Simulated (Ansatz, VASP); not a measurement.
**Be2ZnO3 in VASP and in Ansatz**

```xyz
6
Lattice="4.3331 0.0000 -0.9157 0.0000 2.6688 0.0000 -1.1531 0.0000 4.4530" Properties=species:S:1:pos:R:3 pbc="T T T"
Be    1.2545    1.3344    2.1719
Be   -0.5412    0.0000    3.9352
Zn    3.0724    1.3344    0.4501
O     0.4079    1.3344    3.5767
O     0.2051    0.0000    1.0656
O     2.3980    0.0000    2.0968
```

Change from the starting cell: species swapped into the Bi3Pt2Pb type (Pm, No. 6).

Alike in both runs: functional PBE; k mesh 3 × 4 × 3; occupations gaussian, width 0.15 eV; no spin polarisation.

Ansatz relaxed the structure, and its values are those at the end. VASP's run is a single point on that final structure, the one shown.

|  | VASP | Ansatz |
| --- | --- | --- |
| version | VASP 6.6.1 | Ansatz 0.2.0 |
| potentials or method | VASP PAW PBE potentials, release 64 (Be, Zn, O), cutoff 600 eV | scalar-relativistic, plane waves, PAW |
| valence electrons in the cell | 34 | 34 |

VASP gave:

| Quantity | Value |
| --- | --- |
| gap on the k mesh at the Fermi level (eV) | 2.73 |
| least direct gap on the mesh (eV) | 2.73 |
| pressure (GPa) | 0.5 |
| rms of the force components (eV/Å) | 0.046 |

**Question.** Which values does Ansatz return?

**Answer.** gap on the k mesh at the Fermi level (eV): 2.75; least direct gap on the mesh (eV): 2.75; pressure (GPa): 0.1; rms of the force components (eV/Å): 0.030.

The functional is the same, so the differences come from potentials, cutoffs and numerics.

The k mesh is coarse, so the values compare programs but aren't converged.
